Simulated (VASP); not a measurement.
# MgB2 (P3m1) in VASP: single point with PBEsol

Aim: the single point of MgB2 with PBEsol.

Program: VASP 6.6.1. These are calculated values, not measurements. Logs are shortened: lines on timing, memory, paths and dates and some standing lists are left out, and cuts for length are marked.

## 1. The cell of the first run

The structure is trigonal, space group P3m1 (No. 156). The conventional cell has a = 3.085 Å, b = 3.085 Å, c = 3.523 Å, α = 90.00°, β = 90.00°, γ = 120.00°. Mg (site symmetry 3m) has 12 B at 2.35 to 2.67 Å and 6 Mg at 3.09 Å within 3.1 Å. B (site symmetry 3m) has 3 B at 1.80 Å within 2.4 Å. Within 2.4 Å of B (site symmetry 3m) lie 3 B at 1.80 Å and 3 Mg at 2.35 Å.

## 2. Single point, PBEsol (one atom moved)

INCAR

```
SYSTEM = MgB2
PREC = Accurate
ENCUT = 520
EDIFF = 1E-6
ISMEAR = 0
SIGMA = 0.1
LREAL = .FALSE.
LASPH = .TRUE.
NELM = 60
ALGO = Normal
ISIF = 2
LWAVE = .FALSE.
LCHARG = .FALSE.
GGA = PS
NBANDS = 11
```

KPOINTS

```
Automatic mesh
0
G
  15 15 10
  0 0 0
```

POSCAR

```
MgB2
1.0
    3.0850007055      0.0000000000      0.0000000000
   -1.5425003528      2.6716889817      0.0000000000
    0.0000000000      0.0000000000      3.5230000000
Mg B
1 2
Direct
    0.0000000000      0.0000000000      0.0000000000
    0.3333333333      0.6666666667      0.5000000000
    0.6666666667      0.3333333333      0.5638660233
```

Potentials or basis: VASP PAW PBE potentials, release 64 (Mg, B).

Launch:

```console
> cat potpaw_PBE.64/Mg/POTCAR potpaw_PBE.64/B/POTCAR > POTCAR
> mpirun -np 1 vasp_std > vasp.out
```

OUTCAR:

```text
SYSTEM = MgB2
   PREC = Accurate
   ENCUT = 520
   EDIFF = 1E-6
   ISMEAR = 0
   LREAL = .FALSE.
   LASPH = .TRUE.
   NELM = 60
   ISIF = 2
   GGA = PS

 ion  position               nearest neighbor table
   1  0.000  0.000  0.000-   3 2.35   3 2.35   3 2.35   2 2.51   2 2.51   2 2.51   2 2.51   2 2.51
                             2 2.51   3 2.67   3 2.67   3 2.67
   2  0.333  0.667  0.500-   3 1.80   3 1.80   3 1.80   1 2.51   1 2.51   1 2.51   1 2.51   1 2.51
                             1 2.51
   3  0.667  0.333  0.564-   2 1.80   2 1.80   2 1.80   1 2.35   1 2.35   1 2.35   1 2.67   1 2.67
                             1 2.67

  LATTYP: Found a hexagonal cell.
 ALAT       =     3.0850007055
 C/A-ratio  =     1.1419770484

  Lattice vectors:

 A1 = (   3.0850007055,   0.0000000000,   0.0000000000)
 A2 = (  -1.5425003528,   2.6716889817,   0.0000000000)
 A3 = (   0.0000000000,   0.0000000000,   3.5230000000)

Analysis of symmetry for initial positions (statically):
=====================================================================
 Subroutine PRICEL returns:
 Original cell was already a primitive cell.

 Routine SETGRP: Setting up the symmetry group for a
 hexagonal supercell.

 Subroutine GETGRP returns: Found  6 space group operations
 (whereof  6 operations were pure point group operations)
 out of a pool of 24 trial point group operations.

The static configuration has the point symmetry C_3v.

Analysis of symmetry for dynamics (positions and initial velocities):
=====================================================================
 Subroutine PRICEL returns:
 Original cell was already a primitive cell.

 Routine SETGRP: Setting up the symmetry group for a
 hexagonal supercell.

 Subroutine GETGRP returns: Found  6 space group operations
 (whereof  6 operations were pure point group operations)
 out of a pool of 24 trial point group operations.

The dynamic configuration has the point symmetry C_3v.

 Subroutine INISYM returns: Found  6 space group operations
 (whereof  6 operations are pure point group operations),
 and found     1 'primitive' translations

----------------------------------------------------------------------------------------

                                     Primitive cell

  volume of cell :      29.0371

  direct lattice vectors                    reciprocal lattice vectors
     3.085000706  0.000000000  0.000000000     0.324149034  0.187147532  0.000000000
    -1.542500353  2.671688982  0.000000000     0.000000000  0.374295065  0.000000000
     0.000000000  0.000000000  3.523000000     0.000000000  0.000000000  0.283848992

  length of vectors
     3.085000706  3.085000706  3.523000000     0.374295065  0.374295065  0.283848992

  position of ions in fractional coordinates (direct lattice)
     0.000000000  0.000000000  0.000000000
     0.333333333  0.666666667  0.500000000
     0.666666667  0.333333333  0.563866023

  ion indices of the primitive-cell ions
   primitive index   ion index
                 1           1
                 2           2
                 3           3

----------------------------------------------------------------------------------------

 KPOINTS: Automatic mesh

Automatic generation of k-mesh.
 Grid dimensions read from file:
 generate k-points for:   15   15   10

 Generating k-lattice:

  Cartesian coordinates                     Fractional coordinates (reciprocal lattice)
     0.021609936  0.012476502  0.000000000     0.066666667  0.000000000  0.000000000
     0.000000000  0.024953004  0.000000000     0.000000000  0.066666667  0.000000000
     0.000000000  0.000000000  0.028384899     0.000000000  0.000000000  0.100000000

  Length of vectors
     0.024953004  0.024953004  0.028384899

  Shift w.r.t. Gamma in fractional coordinates (k-lattice)
     0.000000000  0.000000000  0.000000000

 Subroutine IBZKPT returns following result:
 ===========================================

 Found    238 irreducible k-points:

 Following reciprocal coordinates:
            Coordinates               Weight
  0.000000  0.000000  0.000000      1.000000
  0.066667 -0.000000  0.000000      6.000000
  0.133333 -0.000000  0.000000      6.000000
  0.200000  0.000000  0.000000      6.000000
  0.266667 -0.000000  0.000000      6.000000
  0.333333  0.000000  0.000000      6.000000
[... 16 lines left out ...]
  0.333333  0.200000  0.000000     12.000000
  0.400000  0.200000  0.000000      6.000000
 [... further k-points ...]
   k-points           NKPTS =    238   k-points in BZ     NKDIM =    238   number of bands    NBANDS=     11
   number of dos      NEDOS =    301   number of ions     NIONS =      3
   total plane-waves  NPLWV =  16128
   dimension x,y,z NGX =    24 NGY =   24 NGZ =   28
   dimension x,y,z NGXF=    48 NGYF=   48 NGZF=   56
   ions per type =               1   2
   NGX,Y,Z   is equivalent  to a cutoff of  12.93, 12.93, 13.21 a.u.
   NGXF,Y,Z  is equivalent  to a cutoff of  25.87, 25.87, 26.43 a.u.
 SYSTEM =  MgB2
   PREC   = accura    normal or accurate (medium, high low for compatibility)
   ISTART =      0    job   : 0-new  1-cont  2-samecut
   ICHARG =      2    charge: 1-file 2-atom 10-const
   ISPIN  =      1    spin polarized calculation?
   LNONCOLLINEAR =      F non collinear calculations
   LSORBIT =      F    spin-orbit coupling
   LASPH  =      T    aspherical Exc in radial PAW
   ENCUT  =  520.0 eV  38.22 Ry    6.18 a.u.   5.74  5.74  6.55*2*pi/ulx,y,z
   NELM   =     60;   NELMIN=  2; NELMDL= -5     # of ELM steps
   EDIFF  = 0.1E-05   stopping-criterion for ELM
   LREAL  =      F    real-space projection
   EDIFFG = 0.1E-04   stopping-criterion for IOM
   NSW    =      0    number of steps for IOM
   IBRION =     -1    ionic relax: 0-MD 1-quasi-New 2-CG
   NFREE  =      0    steps in history (QN), initial steepest desc. (CG)
   ISIF   =      2    stress and relaxation
   ISYM   =      2    0-nonsym 1-usesym 2-fastsym
   POTIM  = 0.5000    time-step for ionic-motion
   TEBEG  =    0.0;   TEEND  =   0.0 temperature during run
   PSTRESS=    0.0 pullay stress
   NELECT =       8.0000    total number of electrons
   NUPDOWN=      -1.0000    fix difference up-down
   EMIN   =  10.00;   EMAX   =-10.00  energy-range for DOS
   EFERMI =   0.00;   METHOD = LEGACY
   ISMEAR =     0;   SIGMA  =   0.10  broadening in eV -4-tet -1-fermi 0-gaus
   EFERMI_NEDOS =   21; number of points for ismear=-14 and -15
   IALGO  =     38    algorithm
   IMIX   =      4    mixing-type and parameters
     AMIX     =   0.40;   BMIX     =  1.00
     AMIX_MAG =   1.60;   BMIX_MAG =  1.00
  volume/ion in A,a.u.               =       9.68        65.32
  Fermi-wavevector in a.u.,A,eV,Ry     =   1.065255  2.013040 15.439457  1.134768
  Thomas-Fermi vector in A             =   2.200800
   LORBIT       =      0    0 simple, 1 ext, 2 COOP (PROOUT), +10 PAW based schemes
   GGA     = PS    functional components
   LHFCALC =     F    Hartree Fock is set to
   AEXX    =    0.0000 exact exchange contribution
   IVDW    =     0    specifies the selected vdW correction
   LEPSILON=     F    determine dielectric tensor
   LRPA    =     F    only Hartree local field effects (RPA)
 non-spin polarized calculation
 Gauss-broadening in eV      SIGMA  =   0.10
  energy-cutoff  :      520.00
  volume of cell :       29.04
 maximum number of plane-waves:       806
 NGX is ok and might be reduce to    24
   NGX = 11   NGY = 11   NGZ = 13

 number of electron       8.0000000 magnetization

 Free energy of the ion-electron system (eV)
  ---------------------------------------------------
  ext. energy  EPLUGINS =         0.00000000
  ---------------------------------------------------
  free energy    TOTEN  =       -15.94487255 eV

  energy without entropy =      -15.94216860  energy(sigma->0) =      -15.94352057

 E-fermi :   5.1273     XC(G=0): -11.0001

 val. band max:        5.0985221122   @ k =   0.4000   0.0667   0.0000
 cond. band min:       5.1575681756   @ k =   0.0667   0.0667   0.2000
 fundamental gap:      0.0590460634
 Fermi energy:         5.1273016601

 k-point     1 :       0.0000    0.0000    0.0000
  band No.  band energies     occupation
      1      -7.2115      2.00000
      2       2.3206      2.00000
      3       5.6183      0.00000
      4       5.6183      0.00000
      5       6.4956      0.00000
      6      11.3887      0.00000
      7      11.3887      0.00000
      8      13.2763      0.00000
      9      15.4576      0.00000
     10      17.7717      0.00000
     11      21.3357      0.00000

 k-point     2 :       0.0667   -0.0000    0.0000
  band No.  band energies     occupation
      1      -7.1343      2.00000
      2       2.3942      2.00000
      3       5.2092      0.24670
      4       5.4284      0.00002
      5       6.5604      0.00000
      6      11.3442      0.00000
      7      11.7276      0.00000
      8      13.4541      0.00000
      9      15.1868      0.00000
     10      18.1421      0.00000
     11      20.8712      0.00000

 k-point     3 :       0.1333   -0.0000    0.0000
  band No.  band energies     occupation
      1      -6.9030      2.00000
      2       2.6138      2.00000
      3       4.1872      2.00000
      4       4.9714      1.97255
      5       6.7585      0.00000
      6      11.1064      0.00000
      7      12.6247      0.00000
      8      13.9246      0.00000
      9      14.4636      0.00000
     10      19.0500      0.00000
     11      19.9021      0.00000

 k-point     4 :       0.2000    0.0000    0.0000
  band No.  band energies     occupation
      1      -6.5194      2.00000
      2       2.8649      2.00000
      3       2.9922      2.00000
      4       4.4322      2.00000
      5       7.0757      0.00000
      6      10.7273      0.00000
      7      13.2990      0.00000
      8      13.8695      0.00000
      9      14.4960      0.00000
     10      18.7968      0.00000
     11      19.9658      0.00000

 k-point     5 :       0.2667   -0.0000    0.0000
  band No.  band energies     occupation
      1      -5.9867      2.00000
      2       1.4909      2.00000
      3       3.4733      2.00000
      4       3.9294      2.00000
      5       7.4739      0.00000
      6      10.3424      0.00000
      7      12.1027      0.00000
      8      14.4845      0.00000
      9      15.2801      0.00000
     10      18.2676      0.00000
     11      19.8100      0.00000
[... 211 lines left out ...]
 k-point    21 :       0.2000    0.2000    0.0000
  band No.  band energies     occupation
      1      -5.1609      2.00000
      2       0.7425      2.00000
      3       1.8356      2.00000
      4       4.2338      2.00000
      5       8.1117      0.00000
      6      11.0583      0.00000
      7      12.5894      0.00000
      8      12.7080      0.00000
      9      15.6205      0.00000
     10      16.1723      0.00000
     11      18.0187      0.00000

 k-point    22 :       0.2667    0.2000    0.0000
  band No.  band energies     occupation
      1      -4.4248      2.00000
      2      -0.2625      2.00000
      3       1.2057      2.00000
      4       4.8766      1.99961
      5       8.2380      0.00000
      6      10.6037      0.00000
      7      12.1736      0.00000
      8      13.2662      0.00000
      9      15.0562      0.00000
     10      16.3343      0.00000
     11      17.5185      0.00000

 k-point    23 :       0.3333    0.2000    0.0000
  band No.  band energies     occupation
      1      -3.5723      2.00000
      2      -1.3701      2.00000
      3       0.8994      2.00000
      4       5.5366      0.00000
      5       7.8952      0.00000
      6      10.7344      0.00000
      7      11.7242      0.00000
      8      13.2502      0.00000
      9      14.6800      0.00000
     10      16.8923      0.00000
     11      17.6834      0.00000

 k-point    24 :       0.4000    0.2000    0.0000
  band No.  band energies     occupation
      1      -2.8593      2.00000
      2      -2.1797      2.00000
      3       0.8056      2.00000
      4       5.9012      0.00000
      5       7.5815      0.00000
      6      11.1348      0.00000
      7      11.2960      0.00000
      8      13.1497      0.00000
      9      14.5521      0.00000
     10      16.9219      0.00000
     11      18.5243      0.00000

 [... further k-points ...]

------------------------ aborting loop because EDIFF is reached ----------------------------------------

  FORCE on cell =-STRESS in cart. coord.  units (eV):
  Direction    XX          YY          ZZ          XY          YZ          ZX
  --------------------------------------------------------------------------------------
  -------------------------------------------------------------------------------------
  Total       -0.3761697     -0.3761697     -0.2402609      0.0000000      0.0000000      0.0000000
  in kB      -20.7558525    -20.7558525    -13.2568362      0.0000000      0.0000000      0.0000000
  external PRESSURE =     -18.2561804 kB  Pullay stress =       0.0000000 kB

 VOLUME and BASIS-vectors are now :
 -----------------------------------------------------------------------------
  energy-cutoff  :      520.00
  volume of cell :       29.04
      direct lattice vectors                 reciprocal lattice vectors
     3.085000706  0.000000000  0.000000000     0.324149034  0.187147532  0.000000000
    -1.542500353  2.671688982  0.000000000     0.000000000  0.374295065  0.000000000
     0.000000000  0.000000000  3.523000000     0.000000000  0.000000000  0.283848992

 POSITION                                       TOTAL-FORCE (eV/Angst)
 -----------------------------------------------------------------------------------
      0.00000      0.00000      0.00000         0.000000     -0.000000      0.771287
     -0.00000      1.78113      1.76150         0.000000     -0.000000      1.665718
      1.54250      0.89056      1.98650        -0.000000      0.000000     -2.437004
 -----------------------------------------------------------------------------------
    total drift:                               -0.000000     -0.000000      0.000034

  FREE ENERGIE OF THE ION-ELECTRON SYSTEM (eV)
  ---------------------------------------------------
  free  energy   TOTEN  =       -15.9448725508 eV

  energy  without entropy=      -15.9421685974  energy(sigma->0) =      -15.94352057
```

Run time: 24 s. Hardware: 1 thread of Intel Xeon Platinum 8488C (Sapphire Rapids), shared host; peak memory 0.2 GiB.

Results:

- Free energy: -15.9449 eV
- Pressure: -1.8 GPa
- Largest force: 2.437 eV/Å
- Band gap on the k mesh: zero (bands 4 and 5 overlap by 3.66 eV)

Forces on the atoms (eV/Å):
```
Mg   0.000  0.000  0.771
B    0.000  0.000  1.666
B    0.000  0.000 -2.437
```

Caveat: the cell differs from its parent crystal (one atom moved); the PAW data sets were made with another functional, which shifts forces and pressure a little.
